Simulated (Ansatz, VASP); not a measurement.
## Zn in VASP and in Ansatz

File INCAR:

```
SYSTEM = Zn
  ALGO = Fast
  EDIFF = 1E-6
  ENCUT = 520
  GGA = PE
  ISIF = 2
  ISMEAR = 0
  LASPH = .True.
  LCHARG = .False.
  LREAL = .False.
  LWAVE = .False.
  NBANDS = 12
  NELM = 80
  PREC = Accurate
  SIGMA = 0.15
```

KPOINTS

```
k-points
0
Gamma
  22 22 22
  0 0 0
```

POSCAR

```
Zn
1.0
   -1.5376562600      1.5690370000      1.5690370000
    1.5376562600     -1.5690370000      1.5690370000
    1.5376562600      1.5690370000     -1.5690370000
Zn
1
Direct
    0.0000000000      0.0000000000      0.0000000000
```

Input for Ansatz:

```yaml
crystal:
  lattice:
    - [-1.53765626, 1.569037, 1.569037]
    - [1.53765626, -1.569037, 1.569037]
    - [1.53765626, 1.569037, -1.569037]
  atoms:
    - { symbol: Zn, position: [0.0, 0.0, 0.0] }
basis:
  ecutwfc: 420
kpoints:
  mp_grid: { grid: [22, 22, 22] }
hamiltonian:
  xc: pbe
scf:
  occupations: { method: gaussian, width: 0.15 }
output:
  forces: true
  stress: true
  eigenvalues: true
```

Change from the starting cell: strain -0.0200 x Voigt [1, 0, 0, 0, 0, 0], atoms carried along.

Alike in both runs: task single point; functional PBE; k mesh 22 × 22 × 22; occupations gaussian, width 0.15 eV; no spin polarisation.

|  | VASP | Ansatz |
| --- | --- | --- |
| version | VASP 6.6.1 | Ansatz 0.2.0 |
| potentials or method | VASP PAW PBE potentials, release 64 (Zn), cutoff 520 eV | scalar-relativistic, plane waves, PAW |
| valence electrons in the cell | 12 | 12 |

```tsv
	VASP	Ansatz	Ansatz less VASP
gap on the k mesh at the Fermi level (eV)	none	none	-
pressure (GPa)	1.4	1.1	-0.30
traceless stress, the component that is largest in VASP (GPa)	-0.73	-0.73	+0.004
```

A gap of «none» marks a metal or a gap that the smearing closes. The functional is the same, so the differences come from potentials, cutoffs and numerics.
